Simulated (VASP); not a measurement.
Here is a VASP 6.6.1 calculation.

The input INCAR:

```
PREC = Accurate
ENCUT = 520
EDIFF = 1E-7
ISMEAR = -1
SIGMA = 0.15
LREAL = False
LASPH = True
NELM = 150
ALGO = Normal
ISIF = 2
LWAVE = False
LCHARG = False
LMAXMIX = 4
LDAU = True
LDAUTYPE = 2
LDAUL = 2 -1
LDAUU = 4 0
LDAUJ = 0 0
LDAUPRINT = 1
GGA = PE
NBANDS = 25
```

The input KPOINTS:

```
regular mesh
0
Gamma
  14 14 8
```

File POSCAR:

```
CuO
1.0
    2.0928547097     -2.0958357926      0.0000000000
    2.0928547097      2.0958357926      0.0000000000
    0.0000000000      0.0000000000      5.1802137682
Cu O
2 2
Direct
    0.0000000000      0.5000000000      0.0000000000
    0.5000000000      0.0000000000      0.5000000000
    0.5000000000      0.5000000000      0.2500000000
    0.5000000000      0.5000000000      0.7500000000
```

Potentials or basis: VASP PAW PBE potentials, release 64 (Cu, O).

Run with:

```sh
$ cat potpaw_PBE.64/Cu/POTCAR potpaw_PBE.64/O/POTCAR > POTCAR
$ mpirun -np 1 vasp_std > vasp.out
```

Q: What does it give for the band gap on the k mesh?

A: Zero (bands 17 and 18 overlap by 1.20 eV).

Q: Predict the pressure.

A: -3.2 GPa.

Eigenvalues of the final occupation matrices:
| site | spin | trace | eigenvalues |
| --- | --- | --- | --- |
| site 1 d | 1 | 4.63 | 0.79 0.94 0.96 0.96 0.97 |
| site 1 d | 2 | 4.63 | 0.79 0.94 0.96 0.96 0.97 |
| site 2 d | 1 | 4.63 | 0.79 0.94 0.96 0.96 0.97 |
| site 2 d | 2 | 4.63 | 0.79 0.94 0.96 0.96 0.97 |

Caveat: the cell stands under tension; U without spin polarisation on a metal has little footing.
